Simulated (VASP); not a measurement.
A run of VASP 6.6.1 is set up as follows.

INCAR

```
SYSTEM = Zr
  ALGO = Normal
  EDIFF = 1E-6
  ENCUT = 520
  GGA = PS
  ISIF = 2
  ISMEAR = -1
  LASPH = .TRUE.
  LCHARG = .FALSE.
  LREAL = .FALSE.
  LWAVE = .FALSE.
  NBANDS = 25
  NELM = 80
  PREC = Accurate
  SIGMA = 0.1
```

File KPOINTS:

```
k-points
0
G
  10 10 13
  0 0 0
```

File POSCAR:

```
Zr
1.0
    4.9762445126      0.0000000000      0.0000000000
   -2.4881222563      4.3095541634      0.0000000000
    0.0000000000      0.0000000000      3.1071401290
Zr
3
Direct
    1.0000000000      0.0000000000      1.0000000000
    0.3333333333      0.6666666667      0.5000000000
    0.6666666667      0.3333333333      0.5000000000
```

Potentials or basis: VASP PAW PBE potentials, release 64 (Zr_sv).

The run is started by

```sh
$ cat potpaw_PBE.64/Zr_sv/POTCAR > POTCAR
$ mpirun -np 1 vasp_std > vasp.out
```

Task: Predict the band gap on the k mesh.

Result: Zero (band 18 reaches 9.63 eV, above the bottom of band 19 at 9.01 eV).

Task: Estimate the pressure.

Result: 0.1 GPa.

Caveat: the PAW data sets were made with another functional, which shifts forces and pressure a little.
